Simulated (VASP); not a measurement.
# GaSbH2 in VASP: single point with PBE

Aim: the single point of GaSbH2 with PBE.

Everything below comes from runs of VASP 6.6.1. Logs are shortened: lines on timing, memory, paths and dates and some standing lists are left out, and cuts for length are marked.

### Step 1. The cell of the first run

The cell holds a wire or tube with vacuum around it, 20 atoms: a = 18.400 Å, b = 19.000 Å, c = 4.394 Å, α = 90.00°, β = 90.00°, γ = 90.00°.

### Step 2. Single point, PBE

Contents of INCAR:

```
ALGO = Normal ; EDIFF = 1E-7
ENCUT = 520 ; GGA = PE
ISIF = 2 ; ISMEAR = 0
LASPH = True ; LCHARG = False
LREAL = Auto ; LWAVE = False
NBANDS = 66 ; NELM = 80
PREC = Accurate ; SIGMA = 0.05
```

Contents of KPOINTS:

```
k-points
0
Gamma
  1 1 12
```

Contents of POSCAR:

```
GaSbH2
1.0
   18.4000000000      0.0000000000      0.0000000000
    0.0000000000     19.0000000000      0.0000000000
    0.0000000000      0.0000000000      4.3938492981
Ga Sb H
5 5 10
Direct
    0.5596990394      0.5430076146      0.0000000000
    0.4403009606      0.7065297532      0.5000000000
    0.4403009606      0.3794854760      0.5000000000
    0.6790971181      0.3794854760      0.5000000000
    0.3209028819      0.5430076146      0.0000000000
    0.5596990394      0.6247686839      0.5000000000
    0.5596990394      0.2977244066      0.5000000000
    0.6790971181      0.4612465453      0.0000000000
    0.4403009606      0.4612465453      0.0000000000
    0.3209028819      0.6247686839      0.5000000000
    0.6355799716      0.6767302081      0.5000000000
    0.5596990394      0.2457628824      0.1822355391
    0.5596990394      0.2457628824      0.8177644609
    0.4403009606      0.7542371176      0.7917486571
    0.4403009606      0.7542371176      0.2082513429
    0.3706325024      0.3317781116      0.5000000000
    0.7549780504      0.5132080695      0.0000000000
    0.7487655764      0.3317781116      0.5000000000
    0.2512344236      0.4953002503      0.0000000000
    0.2450219496      0.6767302081      0.5000000000
```

Potentials or basis: VASP PAW PBE potentials, release 64 (Ga_d, Sb, H).

Launch:

```console
cat potpaw_PBE.64/Ga_d/POTCAR potpaw_PBE.64/Sb/POTCAR potpaw_PBE.64/H/POTCAR > POTCAR
mpirun -np 1 vasp_std > vasp.out
```

OUTCAR:

```text
EDIFF = 1E-7
   ENCUT = 520
   GGA = PE
   ISIF = 2
   ISMEAR = 0
   LASPH = True
   LREAL = Auto
   NELM = 80
   PREC = Accurate

 ion  position               nearest neighbor table
   1  0.560  0.543  0.000-   8 2.69   6 2.69   6 2.69   9 2.69
   2  0.440  0.707  0.500-  14 1.57  15 1.57  10 2.69   6 2.69
   3  0.440  0.379  0.500-  16 1.57   9 2.69   9 2.69   7 2.69
   4  0.679  0.379  0.500-  18 1.57   8 2.69   8 2.69   7 2.69
   5  0.321  0.543  0.000-  19 1.57   9 2.69  10 2.69  10 2.69
   6  0.560  0.625  0.500-  11 1.71   1 2.69   1 2.69   2 2.69
   7  0.560  0.298  0.500-  12 1.71  13 1.71   4 2.69   3 2.69
   8  0.679  0.461  0.000-  17 1.71   1 2.69   4 2.69   4 2.69
   9  0.440  0.461  0.000-   5 2.69   3 2.69   3 2.69   1 2.69
  10  0.321  0.625  0.500-  20 1.71   2 2.69   5 2.69   5 2.69
  11  0.636  0.677  0.500-   6 1.71
  12  0.560  0.246  0.182-   7 1.71
  13  0.560  0.246  0.818-   7 1.71
  14  0.440  0.754  0.792-   2 1.57
  15  0.440  0.754  0.208-   2 1.57
  16  0.371  0.332  0.500-   3 1.57
  17  0.755  0.513  0.000-   8 1.71
  18  0.749  0.332  0.500-   4 1.57
  19  0.251  0.495  0.000-   5 1.57
  20  0.245  0.677  0.500-  10 1.71

  LATTYP: Found a simple orthorhombic cell.
 ALAT       =     4.3938492981
 B/A-ratio  =     4.1876720733
 C/A-ratio  =     4.3242265974

  Lattice vectors:

 A1 = (   0.0000000000,   0.0000000000,   4.3938492981)
 A2 = (  18.4000000000,   0.0000000000,   0.0000000000)
 A3 = (   0.0000000000,  19.0000000000,   0.0000000000)

Analysis of symmetry for initial positions (statically):
=====================================================================
 Subroutine PRICEL returns:
 Original cell was already a primitive cell.

 Routine SETGRP: Setting up the symmetry group for a
 simple orthorhombic supercell.

 Subroutine GETGRP returns: Found  2 space group operations
 (whereof  2 operations were pure point group operations)
 out of a pool of  8 trial point group operations.

The static configuration has the point symmetry C_1h.

Analysis of symmetry for dynamics (positions and initial velocities):
=====================================================================
 Subroutine PRICEL returns:
 Original cell was already a primitive cell.

 Routine SETGRP: Setting up the symmetry group for a
 simple orthorhombic supercell.

 Subroutine GETGRP returns: Found  2 space group operations
 (whereof  2 operations were pure point group operations)
 out of a pool of  8 trial point group operations.

The dynamic configuration has the point symmetry C_1h.

 Subroutine INISYM returns: Found  2 space group operations
[... 124 lines left out ...]
   TEBEG  =    0.0;   TEEND  =   0.0 temperature during run
   PSTRESS=    0.0 pullay stress
   NELECT =     100.0000    total number of electrons
   NUPDOWN=      -1.0000    fix difference up-down
   EMIN   =  10.00;   EMAX   =-10.00  energy-range for DOS
   EFERMI =   0.00;   METHOD = LEGACY
   ISMEAR =     0;   SIGMA  =   0.05  broadening in eV -4-tet -1-fermi 0-gaus
   EFERMI_NEDOS =   21; number of points for ismear=-14 and -15
   IALGO  =     38    algorithm
   IMIX   =      4    mixing-type and parameters
     AMIX     =   0.40;   BMIX     =  1.00
     AMIX_MAG =   1.60;   BMIX_MAG =  1.00
  volume/ion in A,a.u.               =      76.80       518.30
  Fermi-wavevector in a.u.,A,eV,Ry     =   0.658571  1.244519  5.901062  0.433716
  Thomas-Fermi vector in A             =   1.730435
   LORBIT       =      0    0 simple, 1 ext, 2 COOP (PROOUT), +10 PAW based schemes
   GGA     = PE    functional components
   LHFCALC =     F    Hartree Fock is set to
   AEXX    =    0.0000 exact exchange contribution
   IVDW    =     0    specifies the selected vdW correction
   LEPSILON=     F    determine dielectric tensor
   LRPA    =     F    only Hartree local field effects (RPA)
 non-spin polarized calculation
 Gauss-broadening in eV      SIGMA  =   0.05
  energy-cutoff  :      520.00
  volume of cell :     1536.09
 maximum number of plane-waves:     41432
 NGX is ok and might be reduce to   140
   NGX = 69   NGY = 71   NGZ = 17

 number of electron     100.0000000 magnetization

 number of electron      99.9999998 magnetization

 Free energy of the ion-electron system (eV)
  ---------------------------------------------------
  ext. energy  EPLUGINS =         0.00000000
  ---------------------------------------------------
  free energy    TOTEN  =       -65.70611602 eV

  energy without entropy =      -65.70611602  energy(sigma->0) =      -65.70611602

 E-fermi :  -2.3466     XC(G=0):  -2.6532

 val. band max:       -2.6187168791   @ k =   0.0000   0.0000   0.0000
 cond. band min:      -2.1096085893   @ k =   0.0000   0.0000   0.0000
 fundamental gap:      0.5091082898
 Fermi energy:        -2.3466105855

 k-point     1 :       0.0000    0.0000    0.0000
  band No.  band energies     occupation
      1     -17.8592      2.00000
      2     -17.8335      2.00000
      3     -17.8226      2.00000
      4     -17.7355      2.00000
      5     -17.7333      2.00000
      6     -17.6281      2.00000
[... 444 lines left out ...]
     61       1.3636      0.00000
     62       1.3738      0.00000
 [bands above 62 left out]

------------------------ aborting loop because EDIFF is reached ----------------------------------------

  FORCE on cell =-STRESS in cart. coord.  units (eV):
  Direction    XX          YY          ZZ          XY          YZ          ZX
  --------------------------------------------------------------------------------------
  -------------------------------------------------------------------------------------
  Total       -0.4783294     -0.8112184      2.2500993     -0.4722494      0.0000000      0.0000000
  in kB       -0.4989087     -0.8461197      2.3469060     -0.4925671      0.0000000      0.0000000
  external PRESSURE =       0.3339592 kB  Pullay stress =       0.0000000 kB

 VOLUME and BASIS-vectors are now :
 -----------------------------------------------------------------------------
  energy-cutoff  :      520.00
  volume of cell :     1536.09
      direct lattice vectors                 reciprocal lattice vectors
    18.400000000  0.000000000  0.000000000     0.054347826  0.000000000  0.000000000
     0.000000000 19.000000000  0.000000000     0.000000000  0.052631579  0.000000000
     0.000000000  0.000000000  4.393849298     0.000000000  0.000000000  0.227590874

 POSITION                                       TOTAL-FORCE (eV/Angst)
 -----------------------------------------------------------------------------------
     10.29846     10.31714      0.00000         0.212946      0.208660      0.000000
      8.10154     13.42407      2.19692        -0.266474      1.093956      0.000000
      8.10154      7.21022      2.19692        -0.502912      0.094405      0.000000
     12.49539      7.21022      2.19692         0.793840     -0.086366      0.000000
      5.90461     10.31714      0.00000        -0.724841      0.163377      0.000000
     10.29846     11.87060      2.19692        -0.640057     -0.383069      0.000000
[... 12 lines left out ...]
      4.62271      9.41070      0.00000         0.055025     -0.170079      0.000000
      4.50840     12.85787      2.19692        -0.081400      0.022390      0.000000
 -----------------------------------------------------------------------------------
    total drift:                                0.008862     -0.006758      0.000020

  FREE ENERGIE OF THE ION-ELECTRON SYSTEM (eV)
  ---------------------------------------------------
  free  energy   TOTEN  =       -65.7061160215 eV

  energy  without entropy=      -65.7061160215  energy(sigma->0) =      -65.70611602
```

OSZICAR:

```text
N       E                     dE             d eps       ncg     rms          rms(c)
DAV:   1     0.574006061557E+03    0.57401E+03   -0.37186E+04  1164   0.115E+03
DAV:   2    -0.454658498637E+01   -0.57855E+03   -0.56292E+03  1280   0.246E+02
DAV:   3    -0.660347288137E+02   -0.61488E+02   -0.61118E+02  1096   0.870E+01
[... 23 lines left out ...]
DAV:  27    -0.657061149002E+02   -0.15428E-05   -0.57623E-08   736   0.829E-04    0.482E-04
DAV:  28    -0.657061157717E+02   -0.87144E-06   -0.39581E-08   680   0.578E-04    0.237E-04
DAV:  29    -0.657061158772E+02   -0.10550E-06   -0.10027E-08   808   0.398E-04    0.152E-04
DAV:  30    -0.657061160027E+02   -0.12552E-06   -0.12919E-08   646   0.355E-04    0.130E-04
DAV:  31    -0.657061160215E+02   -0.18837E-07   -0.28443E-09   728   0.314E-04
   1 F= -.65706116E+02 E0= -.65706116E+02  d E =-.410994E-12
```

stdout:

```text
POSCAR found type information on POSCAR GaSbH
 POSCAR found :  3 types and      20 ions
 scaLAPACK will be used
 LDA part: xc-table for (Slater+PW92), standard interpolation
 POSCAR, INCAR and KPOINTS ok, starting setup
 FFT: planning ... GRIDC
 FFT: planning ... GRID_SOFT
 FFT: planning ... GRID
 WAVECAR not read
 entering main loop
```

It took 31 min on 1 thread of Intel Xeon Platinum 8488C (Sapphire Rapids), shared host; peak memory 1.6 GiB.

Results:

| Property | Result |
| --- | --- |
| Free energy | -65.7061 eV |
| Largest force | 1.187 eV/Å |
| Band gap on the k mesh | 0.51 eV |

Forces on the atoms (eV/Å):
```
Ga   0.213  0.209  0.000
Ga  -0.266  1.094  0.000
Ga  -0.503  0.094  0.000
Ga   0.794 -0.086  0.000
Ga  -0.725  0.163  0.000
Sb  -0.640 -0.383  0.000
Sb  -0.132  1.180  0.000
Sb  -0.856 -0.299  0.000
Sb   0.484  0.074  0.000
Sb   0.991 -0.436  0.000
H    0.146  0.035  0.000
H    0.089 -0.358  0.083
H    0.089 -0.358 -0.083
H    0.081 -0.304  0.064
H    0.081 -0.304 -0.064
H    0.045 -0.052  0.000
H    0.146 -0.055  0.000
H   -0.009 -0.066  0.000
H    0.055 -0.170  0.000
H   -0.081  0.022  0.000
```

Caveat: semilocal functionals underestimate gaps, and a narrow one can read as zero; spin-orbit coupling is left out, which moves the levels of the heavy elements.
